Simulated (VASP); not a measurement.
A run of VASP 6.6.1 is set up as follows.

The input INCAR:

```
SYSTEM = Zn8PO7
ALGO = Normal
EDIFF = 1E-6
ENCUT = 520
GGA = PS
ISIF = 2
ISMEAR = -1
ISPIN = 2
LASPH = .True.
LCHARG = .True.
LELF = .True.
LORBIT = 11
LREAL = Auto
LVHAR = .True.
LWAVE = .False.
MAGMOM = 0.2 0 0.2 0.2 0 0.2 0 0 0 0 0 0 0 0 0 0.2
NBANDS = 90
NELM = 150
PREC = Accurate
SIGMA = 0.05
```

KPOINTS

```
Automatic mesh
0
Gamma
  2 2 2
  0.5 0.5 0.5
```

The input POSCAR:

```
Zn8PO7
1.0
    6.4598480000      0.0000000000      0.0000000000
    0.0000000000      5.5943930000      0.0000000000
    0.0000000000      0.0000000000      5.2145190000
Zn O P
8 7 1
Direct
    0.2838480000      0.1819970000      0.4853850000
    0.9695610000      0.6367860000      0.5150170000
    0.7531720000      0.1996400000      0.4970640000
    0.4983040000      0.6756790000      0.5022000000
    0.9870380000      0.3229530000      0.9991030000
    0.5008820000      0.3598760000      0.0059590000
    0.2591810000      0.8403140000      0.9959000000
    0.7517650000      0.8349740000      0.9966920000
    0.9910380000      0.3233410000      0.3906720000
    0.2602940000      0.7995290000      0.4074650000
    0.7139910000      0.8271230000      0.3698850000
    0.2456760000      0.1503110000      0.8943730000
    0.0100630000      0.6870830000      0.8521510000
    0.7369200000      0.1643360000      0.8939760000
    0.5107350000      0.6686790000      0.8841110000
    0.5150730000      0.3354130000      0.3910090000
```

Potentials or basis: VASP PAW PBE potentials, release 64 (Zn, O, P).

The run is started by

```console
$ cat potpaw_PBE.64/Zn/POTCAR potpaw_PBE.64/O/POTCAR potpaw_PBE.64/P/POTCAR > POTCAR
$ mpirun -np 1 vasp_std > vasp.out
```

Question: Estimate the band gap on the k mesh.

Answer: 0.08 eV.

Question: Estimate the pressure.

Answer: 24.2 GPa.

Question: Predict the net moment.

Answer: 0.73 μB per cell.

Forces on the atoms (eV/Å):
```
Zn  -10.343  -6.148   3.655
Zn    0.454   1.532  -1.888
Zn    6.905  -6.278   4.232
Zn   -0.197   2.173   2.711
Zn    0.869   0.402   0.024
Zn   -0.756  -1.280  -3.250
Zn   -0.053  -1.357   1.012
Zn    0.597  -0.001   0.245
O     2.997  -0.232  -1.231
O    -3.352   1.955  -1.566
O     3.590   1.571  -0.291
O    -0.181   2.238  -0.897
O    -0.498  -0.775   2.832
O     0.608   0.160  -0.902
O    -0.531   0.966  -0.732
P    -0.107   5.075  -3.953
```

Caveat: the k points lie up to 0.60 Å⁻¹ apart; the PAW data sets were made with another functional, which shifts forces and pressure a little.
